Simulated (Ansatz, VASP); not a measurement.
**Two plane-wave programs on HgTe**

The input POSCAR:

```
HgTe
1.0
    0.0000000000      3.2357886999      3.2357886999
    3.2357886999      0.0000000000      3.2357886999
    3.2357886999      3.2357886999      0.0000000000
Hg Te
1 1
Direct
    0.0000000000      0.0000000000      0.0000000000
    0.7500000000      0.7500000000      0.7500000000
```

The input INCAR.step1:

```
PREC = Accurate ; ENCUT = 520
EDIFF = 1E-5 ; ISMEAR = -1
SIGMA = 0.05 ; LREAL = False
LASPH = True ; NELM = 80
ALGO = Normal ; ISIF = 2
LWAVE = True ; LCHARG = False
NBANDS = 16 ; GGA = PE
```

Contents of INCAR.step2:

```
PREC = Accurate ; ENCUT = 520
EDIFF = 1E-6 ; ISMEAR = -1
SIGMA = 0.05 ; LREAL = False
LASPH = True ; NELM = 80
ALGO = Normal ; ISIF = 2
LWAVE = False ; LCHARG = False
GGA = PE ; LHFCALC = True
AEXX = 0.25 ; HFSCREEN = 0.3
PRECFOCK = Normal ; NBANDS = 16
ISTART = 1
```

File KPOINTS:

```
regular mesh
0
Gamma
  4 4 4
```

input.yaml

```yaml
crystal:
  lattice:
    - [0.0, 3.2357886999, 3.2357886999]
    - [3.2357886999, 0.0, 3.2357886999]
    - [3.2357886999, 3.2357886999, 0.0]
  atoms:
    - { symbol: Hg, position: [0.0, 0.0, 0.0] }
    - { symbol: Te, position: [0.75, 0.75, 0.75] }
hamiltonian:
  xc: { exchange: pbe, correlation: pbe, exx: { coeff: 0.25, omega: 0.3 } }
  pseudopotentials: { kind: paw }
kpoints:
  mp_grid: { grid: [4, 4, 4] }
scf:
  occupations: { method: fermi_dirac, width: 0.05 }
output:
  forces: true
  stress: true
  eigenvalues: true
```

Alike in both runs: task single point; functional PBE-based screened hybrid with a share of 0.25 of exact exchange and HFSCREEN = 0.3; k mesh 4 × 4 × 4; occupations fermi-dirac, width 0.05 eV; no spin polarisation.

|  | VASP | Ansatz |
| --- | --- | --- |
| version | VASP 6.6.1 | Ansatz 0.2.0 |
| potentials or method | VASP PAW PBE potentials, release 64 (Hg, Te) | Ansatz PAW |
| plane-wave cutoff (eV) | 520 | 420 |
| valence electrons in the cell | 18 | 36 |

|  | VASP | Ansatz | Ansatz less VASP |
| --- | --- | --- | --- |
| gap on the k mesh at the Fermi level (eV) | none | none | - |
| pressure (GPa) | 2.5 | 2.6 | +0.04 |

VASP's potentials were made for PBE, not for PBE-based screened hybrid. A gap of «none» marks a metal or a gap that the smearing closes. VASP's potentials hold 18 valence electrons a cell and Ansatz's 36, so a difference there can come from the potentials and not from the codes.

The k mesh is coarse, so the values compare programs but aren't converged. Spin-orbit coupling is off throughout.
